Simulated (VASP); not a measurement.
Si3N4, 21 atoms in the cell. The cell holds an amorphous packing of atoms, 21 atoms: a = 6.463 Å, b = 6.267 Å, c = 5.985 Å, α = 85.43°, β = 84.83°, γ = 85.47°. 

| Quantity | Value |
| --- | --- |
| Program | VASP 6.6.1 |
| Task | single point |
| Functional | PBE |
| Potentials or basis | VASP PAW PBE potentials, release 64 (Si, N) |
| Cutoff | 520 eV |
| k mesh | 1 × 1 × 1, shifted |
| Occupations | fermi-dirac, width 0.1379 eV |
| Spin | no spin polarisation |
| Dipole correction | no |
| Further INCAR settings | LREAL = Auto; ALGO = Normal; EDIFF = 1e-06; NBANDS = 64; ISYM = 0 |

Potentials or basis: VASP PAW PBE potentials, release 64 (Si, N).

Launch:

```sh
$ cat potpaw_PBE.64/Si/POTCAR potpaw_PBE.64/N/POTCAR > POTCAR
$ mpirun -np 1 vasp_std > vasp.out
```

Hardware: 1 thread of AMD EPYC 9R45 96-Core Processor (Zen 5) (shared host).

**Question.** How long does it take, and how much memory?

**Answer.** Run time: 25 s on 1 thread of AMD EPYC 9R45 96-Core Processor (Zen 5) (shared host), peak memory 0.27 GiB. Counts: scf iterations 17, k points 1.
